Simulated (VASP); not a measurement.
Co, 1 atom in the cell. It takes space group Pm-3m (No. 221, cubic). Conventional cell: a = 2.327 Å, b = 2.327 Å, c = 2.327 Å, α = 90.00°, β = 90.00°, γ = 90.00°. Co (site symmetry m-3m) has 6 Co at 2.33 Å within 3.1 Å. This isn't the form of Co at room conditions, which is hcp.

```yaml
Program: VASP 6.6.1
Task: single point
Functional: r2SCAN
Potentials_or_basis: VASP PAW PBE potentials, release 64 (Co)
Cutoff: 520 eV
k_mesh: 15 × 15 × 15
Occupations: fermi-dirac, width 0.05 eV
Spin: collinear spin, ferromagnetic start
Starting_moments: "[2.085] μB"
Dipole_correction: no
Further_INCAR_settings: ALGO = Normal; EDIFF = 1e-07; NBANDS = 14
```

Potentials or basis: VASP PAW PBE potentials, release 64 (Co).

Launch:

```console
$ cat potpaw_PBE.64/Co/POTCAR > POTCAR
$ cp INCAR.step1 INCAR
$ mpirun -np 1 vasp_std > vasp.out
$ cp INCAR.step2 INCAR
$ mpirun -np 1 vasp_std > vasp.out
```

Hardware: 1 thread of Intel Xeon 8259CL (shared host).

**Question.** Estimate the wall time of this run.

**Answer.** It took 2 min on 1 thread of Intel Xeon 8259CL, on a shared host, peak memory 0.15 GiB. Counts: k points 120.
